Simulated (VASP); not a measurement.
The system is ScCo.

```
Co Sc
1.0
     3.14500    0.00000    0.00000
     0.00000    3.14500    0.00000
     0.00000    0.00000    3.14500
Co Sc
1 1
Cartesian
  0.0000 0.0000 0.0000
  1.5725 1.5725 1.5725
```

Base run:

| Quantity | Value |
| --- | --- |
| Program | VASP 6.6.1 |
| Functional | LDA |
| Potentials or basis | VASP PAW LDA potentials, release 64 (Co, Sc_sv) |
| Cutoff | 520 eV |
| k mesh | 10 × 10 × 10 |
| Occupations | fermi-dirac, width 0.1 eV |
| Spin | collinear spin, ferromagnetic start |
| Starting moments | [0.22, 0.0] μB |
| Fixed moment | 0.22 μB |

Its results: pressure -11.9 GPa; net moment 0.22 μB per cell.

Problem. After a change of settings the same cell gave: pressure -12.2 GPa; net moment 0.00 μB per cell. Which change was it?
A. fixed moment from 0.22 μB to 0.67 μB; moments at the start from [0.22, 0.0] to [0.67, 0.0]
B. fixed moment from 0.22 μB to none; moments at the start from [0.22, 0.0] to [0.3, 0.0]
C. fixed moment from 0.22 μB to 1.8 μB; moments at the start from [0.22, 0.0] to [1.8, 0.0]

Solution. B.

Caveats: the cell stands under tension; the total moment is fixed, so each spin has its own Fermi level (at least some runs).
